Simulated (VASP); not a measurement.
The system is Bi2S.

```
Bi S
1.0
     4.89957   -4.92639    0.00000
     4.89957    4.92639    0.00000
     0.00000    0.00000    2.77313
Bi S
2 1
Cartesian
  4.8996 2.0983 0.0000
  4.8996 -2.0983 0.0000
  0.0000 0.0000 0.0000
```

The cell was generated, and may not be a known phase.

```yaml
Program: VASP 6.6.1
Task: relaxation of cell and atoms
Functional: PBE
Potentials_or_basis: VASP PAW PBE potentials, release 64 (Bi_d, S)
Cutoff: 600 eV
k_mesh: 4 × 4 × 6
Occupations: gaussian, width 0.1 eV
Spin: no spin polarisation
```

At the start: pressure 3.9 GPa; volume 44.62 Å³/atom.

**Question.** Where does the relaxation end?

**Answer.** Over 37 steps the energy falls by 650.6 meV/atom and the volume is 29.48 Å³/atom (-33.9 %); space group Cmmm (No. 65, to 0.1 Å) before and after.

The path:
```csv
step,energy change (eV),largest force (eV/Å),pressure (GPa),volume (Å³)
1,0.0000,0.2546,3.90,133.87
2,-0.5608,0.4134,-3.60,153.65
3,-0.6757,0.5688,-2.32,146.22
4,-0.6796,0.5716,-2.59,147.20
5,-0.7668,0.8636,0.56,135.30
6,-0.8309,0.2251,-1.08,139.74
7,-0.8603,0.2588,-0.18,134.40
8,-0.8608,0.2633,-0.10,133.80
9,-0.8904,0.1993,-0.23,130.72
10,-0.9958,0.0817,-0.60,121.55
11,-1.3338,0.1800,-0.73,103.63
12,-0.9091,0.1082,20.66,69.45
13,-1.4753,0.2402,-0.21,97.62
14,-1.7410,0.5576,3.98,83.34
15,-1.7240,0.5389,2.47,86.34
16,-1.7386,0.5570,3.25,84.71
17,-1.7475,0.5698,3.38,84.25
18,-1.7599,0.5809,3.79,83.31
19,-1.7638,0.5749,4.86,81.40
20,-1.7655,0.5791,4.41,82.10
21,-1.7848,0.5658,4.10,82.42
22,-1.8354,0.5240,3.08,83.40
23,-1.9028,0.4128,1.31,85.36
24,-1.9227,0.2178,-1.30,89.27
25,-1.9298,0.2607,-0.54,88.01
26,-1.9298,0.2664,-0.51,87.89
27,-1.9321,0.2398,-0.40,87.73
28,-1.9361,0.1646,0.02,87.23
29,-1.9365,0.1301,0.17,87.01
30,-1.9378,0.1239,0.20,87.06
31,-1.9410,0.1073,0.17,87.24
32,-1.9437,0.0598,0.12,87.58
33,-1.9449,0.0514,0.08,87.67
34,-1.9479,0.0225,0.07,87.94
35,-1.9505,0.0524,0.04,88.47
36,-1.9511,0.0384,0.00,88.46
37,-1.9518,0.0050,-0.05,88.44
```

Final structure:
```
Bi S
1.0
     3.02880   -4.53330    0.00000
     3.02880    4.53330    0.00000
     0.00000    0.00000    3.22070
Bi S
2 1
Cartesian
  3.0288 1.7367 3.2207
  3.0288 -1.7367 0.0000
  0.0000 0.0000 0.0000
```

Caveat: the k points lie up to 0.33 Å⁻¹ apart in the final cell, too coarse for converged energies and pressures of a metal; the volume moved by over 15 % at a fixed basis, so the end points are rough.
